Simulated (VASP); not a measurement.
Sb: single point with r2SCAN

The system is Sb.

```
Sb
1.0
    -1.72500    1.72500    1.72500
     1.72500   -1.72500    1.72500
     1.72500    1.72500   -1.72500
Sb
1
Direct
  0.00000 0.00000 0.00000
```

```yaml
Program: VASP 6.6.1
Task: single point
Functional: r2SCAN
Potentials_or_basis: VASP PAW PBE potentials, release 64 (Sb)
Cutoff: 550 eV
k_mesh: 9 × 9 × 9
Occupations: methfessel-paxton, width 0.05 eV
Spin: no spin polarisation
```

```
Pressure : 32.7 GPa
```

Levels at points of the mesh, in eV from the Fermi level:
```tsv
k point	band 1	band 2	band 3	band 4	band 5
(0.00, 0.00, 0.00)	-16.17	8.32	8.32	8.32	12.01
```

Wall time 48 s on 1 thread of AMD EPYC 7R43 64-Core Processor (Zen 3), with other jobs on the host, peak memory 0.11 GiB.

Caveat: the PAW data sets were made with another functional, which shifts forces and pressure a little; spin-orbit coupling is left out, which moves the levels of the heavy elements.
